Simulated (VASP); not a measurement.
Input of a VASP 6.6.1 run:

Contents of INCAR:

```
SYSTEM = CO2
ALGO = Normal ; EDIFF = 1E-6
EDIFFG = -0.01 ; ENCUT = 600
GGA = PS ; IBRION = 2
ISIF = 3 ; ISMEAR = -1
LASPH = .True. ; LCHARG = .False.
LREAL = .False. ; LWAVE = .False.
NELM = 100 ; NSW = 60
PREC = Accurate ; SIGMA = 0.05
```

The input KPOINTS:

```
k-points
0
Gamma
  9 9 9
  0 0 0
```

The input POSCAR:

```
CO2
1.0
   -1.9747270000      1.9747270000      3.0140580000
    1.9747270000     -1.9747270000      3.0140580000
    1.9747270000      1.9747270000     -3.0140580000
O C
4 2
Direct
    0.8750000000      0.9597980000      0.5847980000
    0.3750000000      0.2902020000      0.4152020000
    0.0402020000      0.6250000000      0.9152020000
    0.7097980000      0.1250000000      0.0847980000
    0.0000000000      0.0000000000      0.0000000000
    0.7500000000      0.2500000000      0.5000000000
```

Potentials or basis: VASP PAW PBE potentials, release 64 (O, C).

Launch:

```sh
$ cat potpaw_PBE.64/O/POTCAR potpaw_PBE.64/C/POTCAR > POTCAR
$ mpirun -np 1 vasp_std > vasp.out
```

(1) Predict the relaxed cell.

(2) Predict the space group after relaxing (to 0.1 Å).

(3) What does it give for the band gap on the k mesh?

Results:

(1) a = 4.063 Å, b = 4.063 Å, c = 4.063 Å, α = 122.22°, β = 122.22°, γ = 86.19°.

(2) I-42d (No. 122).

(3) 7.58 eV (least direct gap 7.99 eV).

Caveat: an odd mesh through Γ misses points on the zone boundary, where band edges can lie.
